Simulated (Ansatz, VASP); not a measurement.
W in VASP and in Ansatz

```xyz
1
Lattice="0.0000 2.0300 2.0300 2.0300 0.0000 2.0300 2.0300 2.0300 0.0000" Properties=species:S:1:pos:R:3 pbc="T T T"
W     0.0000    0.0000    0.0000
```

Alike in both runs: task single point; functional LDA; k mesh 14 × 14 × 14; occupations fermi-dirac, width 0.05 eV; no spin polarisation.

|  | VASP | Ansatz |
| --- | --- | --- |
| version | VASP 6.6.1 | Ansatz 0.2.0 |
| potentials or method | VASP PAW LDA potentials, release 64 (W_sv), cutoff 520 eV | all-electron LAPW, scalar-relativistic |

|  | VASP | Ansatz | Ansatz less VASP |
| --- | --- | --- | --- |
| pressure (GPa) | -16.4 | -17.7 | -1.33 |

LDA's correlation is that of Perdew and Zunger in VASP and of Perdew and Wang (1992) in Ansatz. Ansatz ran all-electron here, and VASP with PAW potentials.

Neither program's run includes spin-orbit coupling.
